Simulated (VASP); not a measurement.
Runs of VASP 6.6.1 on Mn3Sn. The structure is that of space group P6_3/mmc (No. 194), or close to it. The cells are those of the table. 

| level | spin | cell | gap on the mesh (eV) | pressure (GPa) | moment (μB) | largest force (eV/Å) |
| --- | --- | --- | --- | --- | --- | --- |
| PBEsol | collinear, ferromagnetic start | a = 5.781, b = 5.781, c = 4.619 Å, angles 90.0, 90.0, 120.0°, 8 atoms | none | (a) | 19.76 | 0.31 |
| PBEsol | collinear, ferromagnetic start | a = 5.745, b = 5.745, c = 4.590 Å, angles 90.0, 90.0, 120.0°, 8 atoms | none | -11.6 | (b) | 0.33 |
| PBE | off | a = 5.670, b = 5.670, c = 4.530 Å, angles 90.0, 90.0, 120.0°, 8 atoms | none | -24.0 | - | 0.56 |
| PBEsol | collinear, ferromagnetic start | a = 5.708, b = 5.708, c = 4.560 Å, angles 90.0, 90.0, 120.0°, 8 atoms | none | -10.4 | 19.12 | 0.36 |

Alike in all rows: task single point; potentials or basis VASP PAW PBE potentials, release 64 (Sn_d, Mn_pv); k mesh 6 × 6 × 6; cutoff (eV) 520; smearing fermi-dirac 0.05 eV.

Question: Estimate the missing entries.

Answer: (a) -12.3; (b) 19.41.

Caveats: the cell stands under tension; spin-orbit coupling is left out, which moves the levels of the heavy elements; the PAW data sets were made with another functional, which shifts forces and pressure a little (at least some runs).

A k mesh can miss the band edges, and the runs leave out spin-orbit coupling on Sn.

A gap of «none» marks levels without a gap at the run's occupations.
